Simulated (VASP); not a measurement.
Set up this calculation in VASP 6.6.1, as the native input.

```yaml
Task: molecular dynamics
Functional: PBEsol
Potentials_or_basis: VASP PAW PBE potentials, release 64 (Sb, Nb_sv)
Cutoff: 520 eV
k_mesh: 3 × 3 × 3
Occupations: gaussian, width 0.1 eV
Spin: no spin polarisation
Dipole_correction: no
Further_INCAR_settings: ALGO = Fast; EDIFF = 1e-05; NBANDS = 54; ISYM = 0; IBRION = 0; POTIM = 2.0; NSW = 20
```

The structure of Nb3Sb lies in POSCAR:

```
Nb3Sb
1.0
    5.3481340000      0.0000000000      0.0000000000
    0.0000000000      5.3481340000      0.0000000000
    0.0000000000      0.0000000000      5.3481340000
Sb Nb
2 6
Direct
    0.0000000000      0.0000000000      0.0000000000
    0.5000000000      0.5000000000      0.5000000000
    0.2500000000      0.0000000000      0.5000000000
    0.5000000000      0.7500000000      0.0000000000
    0.7500000000      0.0000000000      0.5000000000
    0.5000000000      0.2500000000      0.0000000000
    0.0000000000      0.5000000000      0.7500000000
    0.0000000000      0.5000000000      0.2500000000
```

One way to write it, as run:

INCAR

```
SYSTEM = Nb3Sb
ALGO = Fast
EDIFF = 1E-5
ENCUT = 520
GGA = PS
IBRION = 0
ISIF = 2
ISMEAR = 0
ISYM = 0
LASPH = .True.
LCHARG = .False.
LREAL = .False.
LUSENCCL = .False.
LWAVE = .False.
MDALGO = 2
NBANDS = 54
NELM = 100
NELMIN = 4
NSW = 20
POTIM = 2.0
PREC = Accurate
RANDOM_SEED = 99364 0 0
SIGMA = 0.1
SMASS = 0
TEBEG = 300.0
TEEND = 300.0
```

KPOINTS

```
k-points
0
Gamma
  3 3 3
  0 0 0
```

Potentials or basis: VASP PAW PBE potentials, release 64 (Sb, Nb_sv).

Command:

```console
$ cat potpaw_PBE.64/Sb/POTCAR potpaw_PBE.64/Nb_sv/POTCAR > POTCAR
$ mpirun -np 1 vasp_std > vasp.out
```

Wall time 12 min on 1 × NVIDIA H100 80GB with 1 thread of AMD EPYC 7R13 Processor (Zen 3), on a shared host, peak memory 1.4 GiB.
